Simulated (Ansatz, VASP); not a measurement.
# Sn3GeO4: VASP beside Ansatz

```
CELL_PARAMETERS angstrom
5.43233 -0.17098 0.02819
-0.17908 5.43248 -0.02837
-2.59829 -2.65726 5.09243
ATOMIC_POSITIONS crystal
Sn 0.62867 0.62902 0.25815
Sn 0.85750 0.36277 0.72799
Sn 0.36504 0.87064 0.72802
Ge 0.10690 0.18143 0.28822
O 0.04142 0.03274 0.49929
O 0.46665 0.45785 0.49907
O 0.56203 0.96611 0.52816
O 0.97179 0.49944 0.47108
```

Change from the starting cell: cell x1, atoms moved at random (sigma 0.1 Å) and cell strained at random (1.5 %), then relaxed without symmetry.

Alike in both runs: functional PBE; k mesh 4 × 4 × 4; occupations gaussian, width 0.1 eV; no spin polarisation.

Ansatz relaxed the structure, and its values are those at the end. VASP's run is a single point on that final structure, the one shown.

|  | VASP | Ansatz |
| --- | --- | --- |
| version | VASP 6.6.1 | Ansatz 0.2.0 |
| potentials or method | VASP PAW PBE potentials, release 64 (Sn_d, Ge_d, O), cutoff 520 eV | scalar-relativistic, plane waves, PAW |
| valence electrons in the cell | 80 | 80 |

```csv
,VASP,Ansatz,Ansatz less VASP
gap on the k mesh at the Fermi level (eV),0.49,0.49,0.000
least direct gap on the mesh (eV),1.90,1.93,+0.033
pressure (GPa),0.2,0.0,-0.15
rms of the force components (eV/Å),0.028,0.005,-0.0227
```
